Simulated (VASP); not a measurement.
A run of VASP 6.6.1 is set up as follows.

Contents of INCAR:

```
SYSTEM = ZnSe
  PREC = Accurate
  ENCUT = 520
  EDIFF = 1E-7
  ISMEAR = 0
  SIGMA = 0.02
  LREAL = .FALSE.
  LASPH = .TRUE.
  NELM = 60
  ALGO = Normal
  ISIF = 2
  LWAVE = .FALSE.
  LCHARG = .FALSE.
  GGA = PE
  NBANDS = 26
```

KPOINTS

```
regular mesh
0
G
  8 8 6
  0 0 0
```

POSCAR

```
ZnSe
1.0
    4.0866705658      0.0000000000      0.0000000000
    0.0000000000      4.0866705658      0.0000000000
    0.0000000000      0.0000000000      6.2213803080
Zn Se
2 2
Direct
    0.0000000000      0.0000000000      0.0000000000
    0.5000000000      0.5000000000      0.0000000000
    0.0000000000      0.5000000000      0.2392908796
    0.5000000000      0.0000000000      0.7607091204
```

Potentials or basis: VASP PAW PBE potentials, release 64 (Zn, Se).

Run with:

```bash
$ cat potpaw_PBE.64/Zn/POTCAR potpaw_PBE.64/Se/POTCAR > POTCAR
$ mpirun -np 1 vasp_std > vasp.out
```

Question: What does it give for the largest force?

Answer: 0.104 eV/Å.

Question: Estimate the pressure.

Answer: 0.7 GPa.

Forces in eV/Å, atoms in the order of the input:
```
Zn   0.000  0.000  0.000
Zn   0.000  0.000  0.000
Se   0.000  0.000  0.104
Se   0.000  0.000 -0.104
```

Caveat: the cell differs from its parent crystal (strained).
